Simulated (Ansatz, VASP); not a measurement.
# Si2Mo: VASP beside Ansatz

File INCAR:

```
PREC = Accurate
ENCUT = 520
EDIFF = 1E-6
ISMEAR = 0
SIGMA = 0.15
LREAL = False
LASPH = True
NELM = 60
ALGO = Normal
ISIF = 2
LWAVE = False
LCHARG = True
GGA = PS
LELF = True
LVHAR = True
NBANDS = 18
```

The input KPOINTS:

```
Automatic mesh
0
Gamma
  20 20 20
```

The input POSCAR:

```
Si2Mo
1.0
   -1.5950350805      1.5950350805      4.0084593000
    1.5950350805     -1.5950350805      4.0084593000
    1.5950350805      1.5950350805     -4.0084593000
Si Mo
2 1
Direct
    0.3350596655      0.3350596655      0.0000000000
    0.6649403345      0.6649403345      0.0000000000
    0.0000000000      0.0000000000      0.0000000000
```

Input for Ansatz:

```yaml
crystal:
  lattice:
    - [-1.5950350805, 1.5950350805, 4.0084593]
    - [1.5950350805, -1.5950350805, 4.0084593]
    - [1.5950350805, 1.5950350805, -4.0084593]
  atoms:
    - { symbol: Si, position: [0.3350596655, 0.3350596655, 0.0] }
    - { symbol: Si, position: [0.6649403345, 0.6649403345, 0.0] }
    - { symbol: Mo, position: [0.0, 0.0, 0.0] }
basis:
  ecutwfc: 420
kpoints:
  mp_grid: { grid: [20, 20, 20] }
hamiltonian:
  xc: pbesol
scf:
  occupations: { method: gaussian, width: 0.15 }
output:
  forces: true
  stress: true
  eigenvalues: true
  write_density: true
  write_potential: true
  elf: true
  volumetric_format: npy
```

Change from the starting cell: strain +0.000 along x and y, +0.025 along z, atoms carried along.

Alike in both runs: task single point; functional PBEsol; k mesh 20 × 20 × 20; occupations gaussian, width 0.15 eV; no spin polarisation.

```csv
,VASP,Ansatz
version,VASP 6.6.1,Ansatz 0.2.0
potentials or method,"VASP PAW PBE potentials, release 64 (Si, Mo_sv), cutoff 520 eV","scalar-relativistic, plane waves, PAW"
valence electrons in the cell,22,22
```

```csv
,VASP,Ansatz,Ansatz less VASP
gap on the k mesh at the Fermi level (eV),none,none,-
pressure (GPa),-5.1,-5.5,-0.36
"traceless stress, the component that is largest in VASP (GPa)",-6.40,-6.39,+0.006
rms of the force components (eV/Å),0.045,0.048,+0.0031
```

VASP's potentials were made for PBE, not for PBEsol. Atom by atom the forces differ by 0.003 eV/Å (rms over components). A gap of «none» marks a metal or a gap that the smearing closes.
